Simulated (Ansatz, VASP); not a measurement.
Two plane-wave programs on Hg

```
Hg
1.0
     0.00000    2.39191    2.39191
     2.39191    0.00000    2.39191
     2.39191    2.39191    0.00000
Hg
1
Direct
  0.00000 0.00000 0.00000
```

Alike in both runs: task single point; functional PBE; dispersion D3(BJ); k mesh 18 × 18 × 18; occupations gaussian, width 0.15 eV; no spin polarisation.

|  | VASP | Ansatz |
| --- | --- | --- |
| version | VASP 6.6.1 | Ansatz 0.2.0 |
| potentials or method | VASP PAW PBE potentials, release 64 (Hg), cutoff 520 eV | scalar-relativistic, plane waves, PAW |
| valence electrons in the cell | 12 | 20 |

VASP gave:

| Property | Result |
| --- | --- |
| gap on the k mesh at the Fermi level (eV) | none |
| pressure (GPa) | -1.1 |

Question: Which values does Ansatz return?

Answer: gap on the k mesh at the Fermi level (eV): none; pressure (GPa): -1.2.

A gap of «none» marks a metal or a gap that the smearing closes. VASP's potentials hold 12 valence electrons a cell and Ansatz's 20, so a difference there can come from the potentials and not from the codes.

Neither program's run includes spin-orbit coupling.
